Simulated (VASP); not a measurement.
# Os (Fm-3m) in VASP: further runs

Os is run at these levels: LDA, PBEsol; tasks: single point.

Everything below comes from runs of VASP 6.6.1. Logs are shortened: lines on timing, memory, paths and dates and some standing lists are left out, and cuts for length are marked.

### 1 The cell of the first run

The structure is cubic, space group Fm-3m (No. 225). The conventional cell has a = 3.890 Å, b = 3.890 Å, c = 3.890 Å, α = 90.00°, β = 90.00°, γ = 90.00°. Within 3.6 Å of Os (site symmetry m-3m) lie 12 Os at 2.75 Å.

### 2 Single point, LDA

File INCAR:

```
  PREC = Accurate
  ENCUT = 520
  EDIFF = 1E-6
  ISMEAR = -1
  SIGMA = 0.03
  LREAL = False
  LASPH = True
  NELM = 80
  ALGO = Normal
  ISIF = 2
  LWAVE = False
  LCHARG = True
  LELF = True
  LVHAR = True
  NBANDS = 10
```

File KPOINTS:

```
Automatic mesh
0
Gamma
  14 14 14
```

File POSCAR:

```
Os
1.0
    0.0000000000      1.9450000000      1.9450000000
    1.9450000000      0.0000000000      1.9450000000
    1.9450000000      1.9450000000      0.0000000000
Os
1
Direct
    0.0000000000      0.0000000000      0.0000000000
```

Potentials or basis: VASP PAW LDA potentials, release 64 (Os).

On the command line:

```bash
$ cat potpaw_LDA.64/Os/POTCAR > POTCAR
$ mpirun -np 1 vasp_std > vasp.out
```

OUTCAR:

```text
PREC = Accurate
   ENCUT = 520
   EDIFF = 1E-6
   ISMEAR = -1
   LREAL = False
   LASPH = True
   NELM = 80
   ISIF = 2

 ion  position               nearest neighbor table
   1  0.000  0.000  0.000-

  LATTYP: Found a face centered cubic cell.
 ALAT       =     3.8900000000

  Lattice vectors:

 A1 = (   0.0000000000,   1.9450000000,   1.9450000000)
 A2 = (   1.9450000000,   0.0000000000,   1.9450000000)
 A3 = (   1.9450000000,   1.9450000000,   0.0000000000)

Analysis of symmetry for initial positions (statically):
=====================================================================
 Subroutine PRICEL returns:
 Original cell was already a primitive cell.

 Routine SETGRP: Setting up the symmetry group for a
 face centered cubic supercell.

 Subroutine GETGRP returns: Found 48 space group operations
 (whereof 48 operations were pure point group operations)
 out of a pool of 48 trial point group operations.

The static configuration has the point symmetry O_h .

Analysis of symmetry for dynamics (positions and initial velocities):
=====================================================================
 Subroutine PRICEL returns:
 Original cell was already a primitive cell.

 Routine SETGRP: Setting up the symmetry group for a
 face centered cubic supercell.

 Subroutine GETGRP returns: Found 48 space group operations
 (whereof 48 operations were pure point group operations)
 out of a pool of 48 trial point group operations.

The dynamic configuration has the point symmetry O_h .

 Subroutine INISYM returns: Found 48 space group operations
 (whereof 48 operations are pure point group operations),
 and found     1 'primitive' translations

----------------------------------------------------------------------------------------

                                     Primitive cell

  volume of cell :      14.7160

  direct lattice vectors                    reciprocal lattice vectors
     0.000000000  1.945000000  1.945000000    -0.257069409  0.257069409  0.257069409
     1.945000000  0.000000000  1.945000000     0.257069409 -0.257069409  0.257069409
     1.945000000  1.945000000  0.000000000     0.257069409  0.257069409 -0.257069409

  length of vectors
     2.750645379  2.750645379  2.750645379     0.445257277  0.445257277  0.445257277

  position of ions in fractional coordinates (direct lattice)
     0.000000000  0.000000000  0.000000000

  ion indices of the primitive-cell ions
   primitive index   ion index
                 1           1

----------------------------------------------------------------------------------------

 KPOINTS: Automatic mesh

Automatic generation of k-mesh.
 Grid dimensions read from file:
 generate k-points for:   14   14   14

 Generating k-lattice:

  Cartesian coordinates                     Fractional coordinates (reciprocal lattice)
    -0.018362101  0.018362101  0.018362101     0.071428571  0.000000000  0.000000000
     0.018362101 -0.018362101  0.018362101     0.000000000  0.071428571  0.000000000
     0.018362101  0.018362101 -0.018362101     0.000000000  0.000000000  0.071428571

  Length of vectors
     0.031804091  0.031804091  0.031804091

  Shift w.r.t. Gamma in fractional coordinates (k-lattice)
     0.000000000  0.000000000  0.000000000

 Subroutine IBZKPT returns following result:
 ===========================================

 Found    104 irreducible k-points:

 Following reciprocal coordinates:
            Coordinates               Weight
  0.000000  0.000000  0.000000      1.000000
  0.071429  0.000000  0.000000      8.000000
  0.142857  0.000000  0.000000      8.000000
  0.214286  0.000000  0.000000      8.000000
  0.285714  0.000000  0.000000      8.000000
  0.357143  0.000000  0.000000      8.000000
[... 16 lines left out ...]
  0.214286  0.142857  0.000000     24.000000
  0.285714  0.142857  0.000000     24.000000
 [... further k-points ...]
   k-points           NKPTS =    104   k-points in BZ     NKDIM =    104   number of bands    NBANDS=     10
   number of dos      NEDOS =    301   number of ions     NIONS =      1
   total plane-waves  NPLWV =   8000
   dimension x,y,z NGX =    20 NGY =   20 NGZ =   20
   dimension x,y,z NGXF=    40 NGYF=   40 NGZF=   40
   ions per type =               1
   NGX,Y,Z   is equivalent  to a cutoff of  12.09, 12.09, 12.09 a.u.
   NGXF,Y,Z  is equivalent  to a cutoff of  24.18, 24.18, 24.18 a.u.
 SYSTEM =  unknown system
   PREC   = accura    normal or accurate (medium, high low for compatibility)
   ISTART =      0    job   : 0-new  1-cont  2-samecut
   ICHARG =      2    charge: 1-file 2-atom 10-const
   ISPIN  =      1    spin polarized calculation?
   LNONCOLLINEAR =      F non collinear calculations
   LSORBIT =      F    spin-orbit coupling
   LASPH  =      T    aspherical Exc in radial PAW
   ENCUT  =  520.0 eV  38.22 Ry    6.18 a.u.   5.11  5.11  5.11*2*pi/ulx,y,z
   NELM   =     80;   NELMIN=  2; NELMDL= -5     # of ELM steps
   EDIFF  = 0.1E-05   stopping-criterion for ELM
   LREAL  =      F    real-space projection
   EDIFFG = 0.1E-04   stopping-criterion for IOM
   NSW    =      0    number of steps for IOM
   IBRION =     -1    ionic relax: 0-MD 1-quasi-New 2-CG
   NFREE  =      0    steps in history (QN), initial steepest desc. (CG)
   ISIF   =      2    stress and relaxation
   ISYM   =      2    0-nonsym 1-usesym 2-fastsym
   POTIM  = 0.5000    time-step for ionic-motion
   TEBEG  =    0.0;   TEEND  =   0.0 temperature during run
   PSTRESS=    0.0 pullay stress
   NELECT =       8.0000    total number of electrons
   NUPDOWN=      -1.0000    fix difference up-down
   EMIN   =  10.00;   EMAX   =-10.00  energy-range for DOS
   EFERMI =   0.00;   METHOD = LEGACY
   ISMEAR =    -1;   SIGMA  =   0.03  broadening in eV -4-tet -1-fermi 0-gaus
   EFERMI_NEDOS =   21; number of points for ismear=-14 and -15
   IALGO  =     38    algorithm
   IMIX   =      4    mixing-type and parameters
     AMIX     =   0.40;   BMIX     =  1.00
     AMIX_MAG =   1.60;   BMIX_MAG =  1.00
  volume/ion in A,a.u.               =      14.72        99.31
  Fermi-wavevector in a.u.,A,eV,Ry     =   1.336109  2.524880 24.288947  1.785187
  Thomas-Fermi vector in A             =   2.464761
   LORBIT       =      0    0 simple, 1 ext, 2 COOP (PROOUT), +10 PAW based schemes
   GGA     = CA    functional components
   LHFCALC =     F    Hartree Fock is set to
   AEXX    =    0.0000 exact exchange contribution
   IVDW    =     0    specifies the selected vdW correction
   LEPSILON=     F    determine dielectric tensor
   LRPA    =     F    only Hartree local field effects (RPA)
 non-spin polarized calculation
  energy-cutoff  :      520.00
  volume of cell :       14.72
 maximum number of plane-waves:       411
   NGX = 11   NGY = 11   NGZ = 11

 number of electron       8.0000000 magnetization

 Free energy of the ion-electron system (eV)
  ---------------------------------------------------
  ext. energy  EPLUGINS =         0.00000000
  ---------------------------------------------------
  free energy    TOTEN  =       -12.42646791 eV

  energy without entropy =      -12.42182530  energy(sigma->0) =      -12.42414661

 E-fermi :   8.4612     XC(G=0): -13.8960

 val. band max:        8.4588500166   @ k =   0.0714   0.0000   0.0000
 cond. band min:       8.4678831079   @ k =   0.3571   0.2857   0.0714
 fundamental gap:      0.0090330913
 Fermi energy:         8.4612478756

 k-point     1 :       0.0000    0.0000    0.0000
  band No.  band energies     occupation
      1      -1.7905      2.00000
      2       5.7069      2.00000
      3       5.7069      2.00000
      4       5.7069      2.00000
      5       8.5279      0.19567
      6       8.5279      0.19567
      7      22.8770      0.00000
      8      28.3379      0.00000
      9      28.3379      0.00000
     10      28.3379      0.00000

 k-point     2 :       0.0714    0.0000    0.0000
  band No.  band energies     occupation
      1      -1.5647      2.00000
      2       5.5771      2.00000
      3       5.8075      2.00000
      4       5.8075      2.00000
      5       8.4588      1.03994
      6       8.4589      1.03994
      7      23.2877      0.00000
      8      27.2393      0.00000
      9      28.7306      0.00000
     10      28.7306      0.00000

 k-point     3 :       0.1429    0.0000    0.0000
  band No.  band energies     occupation
      1      -0.9279      2.00000
      2       5.2787      2.00000
      3       6.0406      2.00000
      4       6.0406      2.00000
      5       8.3486      1.95432
      6       8.3486      1.95432
      7      24.3028      0.00000
      8      25.4377      0.00000
      9      29.8530      0.00000
     10      29.8530      0.00000

 k-point     4 :       0.2143    0.0000    0.0000
  band No.  band energies     occupation
      1      -0.0304      2.00000
      2       5.0606      2.00000
      3       6.1839      2.00000
      4       6.1839      2.00000
      5       8.4736      0.79728
      6       8.4736      0.79728
      7      23.4191      0.00000
      8      25.6298      0.00000
      9      31.5364      0.00000
     10      31.5364      0.00000

 k-point     5 :       0.2857    0.0000    0.0000
  band No.  band energies     occupation
      1       0.7976      2.00000
      2       5.3084      2.00000
      3       6.0695      2.00000
      4       6.0695      2.00000
      5       9.0249      0.00000
      6       9.0249      0.00000
      7      21.6619      0.00000
      8      25.3160      0.00000
      9      32.7003      0.00000
     10      32.7018      0.00000

 k-point     6 :       0.3571    0.0000    0.0000
  band No.  band energies     occupation
      1       1.2102      2.00000
      2       5.8343      2.00000
      3       5.8343      2.00000
      4       6.3108      2.00000
      5       9.8052      0.00000
      6       9.8052      0.00000
      7      19.7459      0.00000
      8      23.8059      0.00000
      9      30.6500      0.00000
     10      30.6500      0.00000

 k-point     7 :       0.4286    0.0000    0.0000
  band No.  band energies     occupation
      1       1.2936      2.00000
      2       5.6429      2.00000
      3       5.6429      2.00000
      4       7.6925      2.00000
      5      10.4833      0.00000
      6      10.4833      0.00000
      7      17.8146      0.00000
      8      22.7361      0.00000
      9      28.9928      0.00000
     10      28.9928      0.00000

 k-point     8 :       0.5000    0.0000    0.0000
  band No.  band energies     occupation
      1       1.2927      2.00000
      2       5.5720      2.00000
      3       5.5720      2.00000
      4       8.4200      1.59587
      5      10.7554      0.00000
      6      10.7554      0.00000
      7      16.8845      0.00000
      8      22.3960      0.00000
      9      28.3892      0.00000
     10      28.3892      0.00000

 k-point     9 :       0.0714    0.0714    0.0000
  band No.  band energies     occupation
      1      -1.4889      2.00000
      2       5.4617      2.00000
      3       5.8832      2.00000
      4       5.8832      2.00000
      5       8.2387      1.99880
      6       8.6219      0.00942
      7      23.4305      0.00000
      8      27.5435      0.00000
      9      28.4852      0.00000
     10      28.4852      0.00000
[... 118 lines left out ...]
 k-point    19 :      -0.2143    0.0714    0.0000
  band No.  band energies     occupation
      1       0.4657      2.00000
      2       4.8869      2.00000
      3       6.1525      2.00000
      4       6.3341      2.00000
      5       8.0548      2.00000
      6       9.2420      0.00000
      7      23.0723      0.00000
      8      25.9992      0.00000
      9      30.3194      0.00000
     10      31.5160      0.00000

 k-point    20 :      -0.1429    0.0714    0.0000
  band No.  band energies     occupation
      1      -0.4586      2.00000
      2       5.0298      2.00000
      3       6.1929      2.00000
      4       6.2305      2.00000
      5       7.9090      2.00000
      6       8.7491      0.00014
      7      24.6952      0.00000
      8      25.2440      0.00000
      9      29.2481      0.00000
     10      31.3408      0.00000

 k-point    21 :      -0.0714    0.0714    0.0000
  band No.  band energies     occupation
      1      -1.1995      2.00000
      2       5.3511      2.00000
      3       5.9506      2.00000
      4       6.0054      2.00000
      5       8.1698      1.99988
      6       8.5711      0.05012
      7      23.9297      0.00000
      8      26.3498      0.00000
      9      28.6166      0.00000
     10      29.7130      0.00000

 k-point    22 :       0.1429    0.1429    0.0000
  band No.  band energies     occupation
      1      -0.6321      2.00000
      2       4.8318      2.00000
      3       6.4052      2.00000
      4       6.4052      2.00000
      5       7.4976      2.00000
      6       8.8914      0.00000
      7      24.9660      0.00000
      8      26.7208      0.00000
      9      28.6773      0.00000
     10      28.6773      0.00000

 k-point    23 :       0.2143    0.1429    0.0000
  band No.  band energies     occupation
      1       0.0698      2.00000
      2       4.4713      2.00000
      3       6.5184      2.00000
      4       6.7311      2.00000
      5       7.4110      2.00000
      6       9.0985      0.00000
      7      25.5742      0.00000
      8      26.1346      0.00000
      9      28.8164      0.00000
     10      29.3779      0.00000

 k-point    24 :       0.2857    0.1429    0.0000
  band No.  band energies     occupation
      1       0.9543      2.00000
      2       4.2717      2.00000
      3       6.0488      2.00000
      4       6.8537      2.00000
      5       8.2239      1.99927
      6       9.5230      0.00000
      7      23.7845      0.00000
      8      26.7586      0.00000
      9      28.8692      0.00000
     10      29.7192      0.00000

 [... further k-points ...]
[... 5 lines left out ...]
  --------------------------------------------------------------------------------------
  -------------------------------------------------------------------------------------
  Total       -2.2871014     -2.2871014     -2.2871014      0.0000000      0.0000000      0.0000000
  in kB     -249.0044925   -249.0044925   -249.0044925      0.0000000      0.0000000      0.0000000
  external PRESSURE =    -249.0044925 kB  Pullay stress =       0.0000000 kB

 VOLUME and BASIS-vectors are now :
 -----------------------------------------------------------------------------
  energy-cutoff  :      520.00
  volume of cell :       14.72
      direct lattice vectors                 reciprocal lattice vectors
     0.000000000  1.945000000  1.945000000    -0.257069409  0.257069409  0.257069409
     1.945000000  0.000000000  1.945000000     0.257069409 -0.257069409  0.257069409
     1.945000000  1.945000000  0.000000000     0.257069409  0.257069409 -0.257069409

 POSITION                                       TOTAL-FORCE (eV/Angst)
 -----------------------------------------------------------------------------------
      0.00000      0.00000      0.00000         0.000000      0.000000     -0.000000
 -----------------------------------------------------------------------------------
    total drift:                                0.000000      0.000000     -0.000000

  FREE ENERGIE OF THE ION-ELECTRON SYSTEM (eV)
  ---------------------------------------------------
  free  energy   TOTEN  =       -12.4264679082 eV

  energy  without entropy=      -12.4218253046  energy(sigma->0) =      -12.42414661
```

Wall time 5.9 s (1 thread of Intel Xeon 6975P-C (Granite Rapids), shared host); peak memory 0.13 GiB.

Results:

```yaml
Free_energy: -12.4265 eV
Pressure: -24.9 GPa
Band_gap_on_the_k_mesh: zero (band 4 reaches 10.87 eV, above the bottom of band 5 at 7.25 eV)
```

Caveat: spin-orbit coupling is left out, which moves the levels of the heavy elements.

### 3 Single point, PBEsol

File INCAR:

```
PREC = Accurate
ENCUT = 520
EDIFF = 1E-6
ISMEAR = -1
SIGMA = 0.03
LREAL = False
LASPH = True
NELM = 60
ALGO = Normal
ISIF = 2
LWAVE = False
LCHARG = False
GGA = PS
NBANDS = 10
```

File KPOINTS:

```
regular mesh
0
Gamma
  14 14 14
```

POSCAR is that of step 2.

Potentials or basis: VASP PAW PBE potentials, release 64 (Os).

On the command line:

```bash
$ cat potpaw_PBE.64/Os/POTCAR > POTCAR
$ mpirun -np 1 vasp_std > vasp.out
```

Run time: 5 s. Hardware: 1 thread of Intel Xeon 6975P-C (Granite Rapids), shared host; peak memory 0.13 GiB.

Results (log left out):

| Item | Value |
| --- | --- |
| Free energy | -12.0440 eV |
| Pressure | -20.0 GPa |
| Band gap on the k mesh | zero (band 4 reaches 10.67 eV, above the bottom of band 5 at 7.19 eV) |

Levels at points of the mesh, in eV from the Fermi level:
```
           k point  band 1  band 2  band 3  band 4  band 5  band 6  band 7  band 8
(0.00, 0.00, 0.00)  -10.38   -2.75   -2.75   -2.75    0.08    0.08   14.34   19.84
(0.50, 0.00, 0.00)   -7.23   -2.90   -2.90   -0.19    2.31    2.31    8.39   13.85
(0.50, 0.50, 0.00)   -7.07   -6.38    2.27    2.27    2.95    2.95   11.48   11.97
```

Caveat: the PAW data sets were made with another functional, which shifts forces and pressure a little; spin-orbit coupling is left out, which moves the levels of the heavy elements.
